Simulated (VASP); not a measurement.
# RbBr (P-3m1) in VASP: single point with PBE

Aim: the single point of RbBr with PBE.

Everything below comes from runs of VASP 6.6.1. Logs are shortened: lines on timing, memory, paths and dates and some standing lists are left out, and cuts for length are marked.

## (1) The cell of the first run

It takes space group P-3m1 (No. 164, trigonal). Conventional cell: a = 4.880 Å, b = 4.880 Å, c = 29.333 Å, α = 90.00°, β = 90.00°, γ = 120.00°. Rb (site symmetry 3m) has 6 Br at 3.53 Å within 4.6 Å. Within 4.6 Å of Rb (site symmetry 3m) lie 6 Br at 3.53 Å. Rb (site symmetry -3m) has 6 Br at 3.49 Å within 4.6 Å. Within 4.6 Å of Rb (site symmetry 3m) lie 6 Br at 3.49 Å. Br (site symmetry 3m) has 6 Rb at 3.53 Å and 2 Br at 4.24 Å within 4.6 Å. Within 4.6 Å of Br (site symmetry 3m) lie 6 Rb at 3.49 to 3.53 Å and 1 Br at 4.24 Å. Br (site symmetry 3m) has 6 Rb at 3.49 to 3.53 Å and 1 Br at 4.24 Å within 4.6 Å. Within 4.6 Å of Br (site symmetry -3m) lie 6 Rb at 3.49 Å.

## (2) Single point, PBE

File INCAR:

```
PREC     = Accurate       # precision mode
ENCUT    = 520            # plane-wave cutoff, eV
EDIFF    = 1E-7           # SCF threshold, eV
ISMEAR   = 0              # smearing method
SIGMA    = 0.02           # smearing width, eV
LREAL    = F              # projectors in reciprocal space
LASPH    = T              # aspherical terms in the spheres
NELM     = 100            # most SCF steps
ALGO     = Normal         # electronic algorithm
ISIF     = 2              # what is computed and relaxed
LWAVE    = F              # write WAVECAR
LCHARG   = F              # write CHGCAR
GGA      = PE             # functional
NBANDS   = 69             # bands
```

File KPOINTS:

```
Automatic mesh
0
Gamma
  6 6 1
```

File POSCAR:

```
RbBr
1.0
    4.8799569920      0.0000000000      0.0000000000
   -2.4399784960      4.2261667245      0.0000000000
    0.0000000000      0.0000000000     29.3326031450
Rb Br
7 7
Direct
    0.0000000000      0.0000000000     -0.0016481028
    0.3333333333      0.6666666667      0.1431639702
    0.0000000000      0.0000000000      0.2857142857
    0.6666666667      0.3333333333      0.4282646012
    0.0000000000      0.0000000000      0.5730766743
    0.6666666667      0.3333333333      0.7155929440
    0.3333333333      0.6666666667      0.8558356274
    0.6666666667      0.3333333333      0.0707548394
    0.6666666667      0.3333333333      0.2154009317
    0.3333333333      0.6666666667      0.3560276398
    0.3333333333      0.6666666667      0.5006737320
    0.3333333333      0.6666666667      0.6453002570
    0.0000000000      0.0000000000      0.7857142857
    0.6666666667      0.3333333333      0.9261283145
```

Potentials or basis: VASP PAW PBE potentials, release 64 (Rb_sv, Br).

Started as:

```
$ cat potpaw_PBE.64/Rb_sv/POTCAR potpaw_PBE.64/Br/POTCAR > POTCAR
$ mpirun -np 1 vasp_std > vasp.out
```

OUTCAR:

```text
PREC = Accurate
   ENCUT = 520
   EDIFF = 1E-7
   ISMEAR = 0
   LREAL = F
   LASPH = T
   NELM = 100
   ISIF = 2
   GGA = PE

 ion  position               nearest neighbor table
   1  0.000  0.000  0.998-  14 3.53  14 3.53  14 3.53   8 3.53   8 3.53   8 3.53   7 5.04   7 5.04
                             7 5.04   2 5.10   2 5.10   2 5.10
   2  0.333  0.667  0.143-   9 3.53   9 3.53   9 3.53   8 3.53   8 3.53   8 3.53   3 5.04   3 5.04
                             3 5.04   1 5.10   1 5.10   1 5.10
   3  0.000  0.000  0.286-   9 3.49   9 3.49   9 3.49  10 3.49  10 3.49  10 3.49   4 5.04   2 5.04
                             4 5.04   2 5.04   4 5.04   2 5.04
   4  0.667  0.333  0.428-  10 3.53  10 3.53  10 3.53  11 3.53  11 3.53  11 3.53   3 5.04   3 5.04
                             3 5.04   5 5.10   5 5.10   5 5.10
   5  0.000  0.000  0.573-  12 3.53  12 3.53  12 3.53  11 3.53  11 3.53  11 3.53   6 5.04   6 5.04
                             6 5.04   4 5.10   4 5.10   4 5.10
   6  0.667  0.333  0.716-  13 3.49  13 3.49  13 3.49  12 3.49  12 3.49  12 3.49   7 4.99   7 4.99
                             7 4.99   5 5.04   5 5.04   5 5.04
   7  0.333  0.667  0.856-  13 3.49  13 3.49  13 3.49  14 3.49  14 3.49  14 3.49   6 4.99   6 4.99
                             6 4.99   1 5.04   1 5.04   1 5.04
   8  0.667  0.333  0.071-   1 3.53   1 3.53   1 3.53   2 3.53   2 3.53   2 3.53
   9  0.667  0.333  0.215-   3 3.49   3 3.49   3 3.49   2 3.53   2 3.53   2 3.53
  10  0.333  0.667  0.356-   3 3.49   3 3.49   3 3.49   4 3.53   4 3.53   4 3.53
  11  0.333  0.667  0.501-   5 3.53   5 3.53   5 3.53   4 3.53   4 3.53   4 3.53
  12  0.333  0.667  0.645-   6 3.49   6 3.49   6 3.49   5 3.53   5 3.53   5 3.53
  13  0.000  0.000  0.786-   7 3.49   6 3.49   7 3.49   6 3.49   7 3.49   6 3.49
  14  0.667  0.333  0.926-   7 3.49   7 3.49   7 3.49   1 3.53   1 3.53   1 3.53

  LATTYP: Found a hexagonal cell.
 ALAT       =     4.8799569920
 C/A-ratio  =     6.0108323071

  Lattice vectors:

 A1 = (   4.8799569920,   0.0000000000,   0.0000000000)
 A2 = (  -2.4399784960,   4.2261667245,   0.0000000000)
 A3 = (   0.0000000000,   0.0000000000,  29.3326031450)

Analysis of symmetry for initial positions (statically):
=====================================================================
 Subroutine PRICEL returns:
 Original cell was already a primitive cell.

 Routine SETGRP: Setting up the symmetry group for a
 hexagonal supercell.

 Subroutine GETGRP returns: Found 12 space group operations
 (whereof  6 operations were pure point group operations)
 out of a pool of 24 trial point group operations.

The static configuration has the point symmetry C_3v.
 The point group associated with its full space group is D_3d.

Analysis of symmetry for dynamics (positions and initial velocities):
=====================================================================
 Subroutine PRICEL returns:
 Original cell was already a primitive cell.

 Routine SETGRP: Setting up the symmetry group for a
 hexagonal supercell.

 Subroutine GETGRP returns: Found 12 space group operations
 (whereof  6 operations were pure point group operations)
 out of a pool of 24 trial point group operations.

The dynamic configuration has the point symmetry C_3v.
 The point group associated with its full space group is D_3d.

 Subroutine INISYM returns: Found 12 space group operations
 (whereof  6 operations are pure point group operations),
 and found     1 'primitive' translations

----------------------------------------------------------------------------------------

                                     Primitive cell

  volume of cell :     604.9413

  direct lattice vectors                    reciprocal lattice vectors
     4.879956992  0.000000000  0.000000000     0.204919839  0.118310524  0.000000000
    -2.439978496  4.226166724  0.000000000     0.000000000  0.236621048  0.000000000
     0.000000000  0.000000000 29.332603145     0.000000000  0.000000000  0.034091758

  length of vectors
     4.879956992  4.879956992 29.332603145     0.236621048  0.236621048  0.034091758

  position of ions in fractional coordinates (direct lattice)
     0.000000000  0.000000000  0.998351897
     0.333333333  0.666666667  0.143163970
[... 39 lines left out ...]

  Cartesian coordinates                     Fractional coordinates (reciprocal lattice)
     0.034153306  0.019718421  0.000000000     0.166666667 -0.000000000  0.000000000
     0.000000000  0.039436841  0.000000000     0.000000000  0.166666667  0.000000000
     0.000000000  0.000000000  0.034091758     0.000000000  0.000000000  1.000000000

  Length of vectors
     0.039436841  0.039436841  0.034091758

  Shift w.r.t. Gamma in fractional coordinates (k-lattice)
     0.000000000  0.000000000  0.000000000

 Subroutine IBZKPT returns following result:
 ===========================================

 Found      7 irreducible k-points:

 Following reciprocal coordinates:
            Coordinates               Weight
  0.000000  0.000000  0.000000      1.000000
  0.166667  0.000000  0.000000      6.000000
  0.333333  0.000000  0.000000      6.000000
  0.500000  0.000000  0.000000      3.000000
  0.166667  0.166667  0.000000      6.000000
  0.333333  0.166667  0.000000     12.000000
  0.333333  0.333333  0.000000      2.000000
   k-points           NKPTS =      7   k-points in BZ     NKDIM =      7   number of bands    NBANDS=     69
   number of dos      NEDOS =    301   number of ions     NIONS =     14
   total plane-waves  NPLWV = 290304
   dimension x,y,z NGX =    36 NGY =   36 NGZ =  224
   dimension x,y,z NGXF=    72 NGYF=   72 NGZF=  448
   ions per type =               7   7
   NGX,Y,Z   is equivalent  to a cutoff of  12.26, 12.26, 12.70 a.u.
   NGXF,Y,Z  is equivalent  to a cutoff of  24.53, 24.53, 25.39 a.u.
 SYSTEM =  unknown system
   PREC   = accura    normal or accurate (medium, high low for compatibility)
   ISTART =      0    job   : 0-new  1-cont  2-samecut
   ICHARG =      2    charge: 1-file 2-atom 10-const
   ISPIN  =      1    spin polarized calculation?
   LNONCOLLINEAR =      F non collinear calculations
   LSORBIT =      F    spin-orbit coupling
   LASPH  =      T    aspherical Exc in radial PAW
   ENCUT  =  520.0 eV  38.22 Ry    6.18 a.u.   9.07  9.07 54.54*2*pi/ulx,y,z
   NELM   =    100;   NELMIN=  2; NELMDL= -5     # of ELM steps
   EDIFF  = 0.1E-06   stopping-criterion for ELM
   LREAL  =      F    real-space projection
   EDIFFG = 0.1E-05   stopping-criterion for IOM
   NSW    =      0    number of steps for IOM
   IBRION =     -1    ionic relax: 0-MD 1-quasi-New 2-CG
   NFREE  =      0    steps in history (QN), initial steepest desc. (CG)
   ISIF   =      2    stress and relaxation
   ISYM   =      2    0-nonsym 1-usesym 2-fastsym
   POTIM  = 0.5000    time-step for ionic-motion
   TEBEG  =    0.0;   TEEND  =   0.0 temperature during run
   PSTRESS=    0.0 pullay stress
   NELECT =     112.0000    total number of electrons
   NUPDOWN=      -1.0000    fix difference up-down
   EMIN   =  10.00;   EMAX   =-10.00  energy-range for DOS
   EFERMI =   0.00;   METHOD = LEGACY
   ISMEAR =     0;   SIGMA  =   0.02  broadening in eV -4-tet -1-fermi 0-gaus
   EFERMI_NEDOS =   21; number of points for ismear=-14 and -15
   IALGO  =     38    algorithm
   IMIX   =      4    mixing-type and parameters
     AMIX     =   0.40;   BMIX     =  1.00
     AMIX_MAG =   1.60;   BMIX_MAG =  1.00
  volume/ion in A,a.u.               =      43.21       291.60
  Fermi-wavevector in a.u.,A,eV,Ry     =   0.933060  1.763229 11.845256  0.870602
  Thomas-Fermi vector in A             =   2.059723
   LORBIT       =      0    0 simple, 1 ext, 2 COOP (PROOUT), +10 PAW based schemes
   GGA     = PE    functional components
   LHFCALC =     F    Hartree Fock is set to
   AEXX    =    0.0000 exact exchange contribution
   IVDW    =     0    specifies the selected vdW correction
   LEPSILON=     F    determine dielectric tensor
   LRPA    =     F    only Hartree local field effects (RPA)
 non-spin polarized calculation
 Gauss-broadening in eV      SIGMA  =   0.02
  energy-cutoff  :      520.00
  volume of cell :      604.94
 maximum number of plane-waves:     16323
   NGX = 19   NGY = 19   NGZ =109

 number of electron     111.9999988 magnetization

 Free energy of the ion-electron system (eV)
  ---------------------------------------------------
  ext. energy  EPLUGINS =         0.00000000
  ---------------------------------------------------
  free energy    TOTEN  =       -42.58208844 eV

  energy without entropy =      -42.58208844  energy(sigma->0) =      -42.58208844

 E-fermi :  -1.6499     XC(G=0):  -6.9499

 val. band max:       -1.8255368251   @ k =   0.0000   0.0000   0.0000
 cond. band min:       2.1463368637   @ k =   0.0000   0.0000   0.0000
 fundamental gap:      3.9718736888
 Fermi energy:        -1.6499390428

 k-point     1 :       0.0000    0.0000    0.0000
  band No.  band energies     occupation
      1     -26.6613      2.00000
      2     -26.6613      2.00000
      3     -26.6590      2.00000
      4     -26.6590      2.00000
      5     -26.4812      2.00000
      6     -26.4794      2.00000
[... 486 lines left out ...]
     67       5.9187      0.00000
     68       6.0400      0.00000
 [bands above 68 left out]

------------------------ aborting loop because EDIFF is reached ----------------------------------------

  FORCE on cell =-STRESS in cart. coord.  units (eV):
  Direction    XX          YY          ZZ          XY          YZ          ZX
  --------------------------------------------------------------------------------------
  -------------------------------------------------------------------------------------
  Total        0.1035453      0.1035453      0.1297777      0.0000000      0.0000000      0.0000000
  in kB        0.2742381      0.2742381      0.3437141      0.0000000      0.0000000      0.0000000
  external PRESSURE =       0.2973967 kB  Pullay stress =       0.0000000 kB

 VOLUME and BASIS-vectors are now :
 -----------------------------------------------------------------------------
  energy-cutoff  :      520.00
  volume of cell :      604.94
      direct lattice vectors                 reciprocal lattice vectors
     4.879956992  0.000000000  0.000000000     0.204919839  0.118310524  0.000000000
    -2.439978496  4.226166724  0.000000000     0.000000000  0.236621048  0.000000000
     0.000000000  0.000000000 29.332603145     0.000000000  0.000000000  0.034091758

 POSITION                                       TOTAL-FORCE (eV/Angst)
 -----------------------------------------------------------------------------------
      0.00000      0.00000     29.28426        -0.000000      0.000000      0.001046
     -0.00000      2.81744      4.19937        -0.000000      0.000000     -0.000702
      0.00000      0.00000      8.38074        -0.000000      0.000000      0.000000
      2.43998      1.40872     12.56212         0.000000     -0.000000      0.000702
      0.00000      0.00000     16.80983        -0.000000     -0.000000     -0.001046
      2.43998      1.40872     20.99020         0.000000     -0.000000     -0.000687
     -0.00000      2.81744     25.10389        -0.000000      0.000000      0.000687
      2.43998      1.40872      2.07542        -0.000000      0.000000      0.000176
      2.43998      1.40872      6.31827         0.000000      0.000000     -0.002983
     -0.00000      2.81744     10.44322        -0.000000      0.000000      0.002983
     -0.00000      2.81744     14.68606        -0.000000     -0.000000     -0.000176
     -0.00000      2.81744     18.92834         0.000000      0.000000     -0.003044
      0.00000      0.00000     23.04705        -0.000000      0.000000      0.000000
      2.43998      1.40872     27.16575        -0.000000      0.000000      0.003044
 -----------------------------------------------------------------------------------
    total drift:                               -0.000000      0.000000      0.000008

  FREE ENERGIE OF THE ION-ELECTRON SYSTEM (eV)
  ---------------------------------------------------
  free  energy   TOTEN  =       -42.5820884411 eV

  energy  without entropy=      -42.5820884411  energy(sigma->0) =      -42.58208844
```

Wall time 12 min (1 thread of AMD EPYC 7R13, shared host); peak memory 0.69 GiB.

Results:

```yaml
Free_energy: -42.5821 eV
Pressure: 0.0 GPa
Largest_force: 0.003 eV/Å
Band_gap_on_the_k_mesh: 3.97 eV
```

Forces on the atoms (eV/Å):
```
Rb   0.000  0.000  0.001
Rb   0.000  0.000 -0.001
Rb   0.000  0.000  0.000
Rb   0.000  0.000  0.001
Rb   0.000  0.000 -0.001
Rb   0.000  0.000 -0.001
Rb   0.000  0.000  0.001
Br   0.000  0.000  0.000
Br   0.000  0.000 -0.003
Br   0.000  0.000  0.003
Br   0.000  0.000  0.000
Br   0.000  0.000 -0.003
Br   0.000  0.000  0.000
Br   0.000  0.000  0.003
```

Levels at points of the mesh, in eV from the valence-band top:
| k point | band 52 | band 53 | band 54 | band 55 | band 56 | band 57 | band 58 | band 59 | band 60 | band 61 |
| --- | --- | --- | --- | --- | --- | --- | --- | --- | --- | --- |
| (0.00, 0.00, 0.00) | -0.17 | -0.17 | -0.14 | -0.14 | 0.00 | 3.97 | 4.31 | 4.46 | 5.29 | 5.34 |
| (0.50, 0.00, 0.00) | -0.31 | -0.29 | -0.27 | -0.14 | -0.10 | 5.47 | 5.64 | 5.74 | 6.16 | 6.19 |
